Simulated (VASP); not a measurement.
Here is a VASP 6.6.1 calculation.

File POSCAR:

```
CsBr
1.0
    4.2759652543      0.0000000000      0.0000000000
    0.0000000000      4.2759652543      0.0000000000
    0.0000000000      0.0000000000      4.2759652543
Cs Br
1 1
Direct
    0.0000000000      0.0000000000      0.0000000000
    0.5000000000      0.5000000000      0.5000000000
```

INCAR.step1

```
ALGO = Normal
EDIFF = 1E-5
ENCUT = 550
GGA = PE
GGA_COMPAT = F
ISMEAR = 0
LASPH = T
LCHARG = F
LREAL = F
LWAVE = T
NBANDS = 15
NELM = 120
PREC = Accurate
SIGMA = 0.01
```

Contents of INCAR.step2:

```
ALGO = Normal
EDIFF = 1E-6
ENCUT = 550
GGA_COMPAT = F
ISIF = 2
ISMEAR = 0
ISTART = 1
LASPH = T
LCHARG = F
LMIXTAU = T
LREAL = F
LWAVE = F
METAGGA = R2SCAN
NBANDS = 15
NELM = 120
PREC = Accurate
SIGMA = 0.01
```

Contents of KPOINTS:

```
k-points
0
Gamma
  6 6 6
```

Potentials or basis: VASP PAW PBE potentials, release 64 (Cs_sv, Br).

Launch:

```bash
$ cat potpaw_PBE.64/Cs_sv/POTCAR potpaw_PBE.64/Br/POTCAR > POTCAR
$ cp INCAR.step1 INCAR
$ mpirun -np 1 vasp_std > vasp.out
$ cp INCAR.step2 INCAR
$ mpirun -np 1 vasp_std > vasp.out
```

Q: Predict the band gap on the k mesh.

A: 5.32 eV, direct.

Q: What does it give for the pressure?

A: 0.6 GPa.

Caveat: the PAW data sets were made with another functional, which shifts forces and pressure a little; spin-orbit coupling is left out, which moves the levels of the heavy elements. A k mesh can miss the band edges.
